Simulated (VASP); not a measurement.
A run of VASP 6.6.1:

The input INCAR:

```
SYSTEM = K2S
PREC = Accurate
ENCUT = 500
EDIFF = 1E-6
ISMEAR = 0
SIGMA = 0.02
LREAL = .FALSE.
LASPH = .TRUE.
NELM = 120
ALGO = Normal
ISIF = 2
LWAVE = .FALSE.
LCHARG = .FALSE.
GGA = CA
NBANDS = 19
GGA_COMPAT = .FALSE.
```

Contents of KPOINTS:

```
regular mesh
0
G
  8 8 8
  0 0 0
```

POSCAR

```
K2S
1.0
    0.0000000000      3.5952798756      3.5952798756
    3.5952798756      0.0000000000      3.5952798756
    3.5952798756      3.5952798756      0.0000000000
K S
2 1
Direct
    0.7500000000      0.7500000000      0.7500000000
    0.2500000000      0.2500000000      0.2500000000
    0.0000000000      0.0000000000      0.0000000000
```

Potentials or basis: VASP PAW LDA potentials, release 64 (K_sv, S).

Command:

```bash
$ cat potpaw_LDA.64/K_sv/POTCAR potpaw_LDA.64/S/POTCAR > POTCAR
$ mpirun -np 1 vasp_std > vasp.out
```

Hardware: 1 thread of AMD EPYC 7R13 Processor (Zen 3), with other jobs on the host.

How long does it take, and how much memory?

Wall time 48 s on 1 thread of AMD EPYC 7R13 Processor (Zen 3), with other jobs on the host, peak memory 0.18 GiB. Counts: scf iterations 15, k points 29.
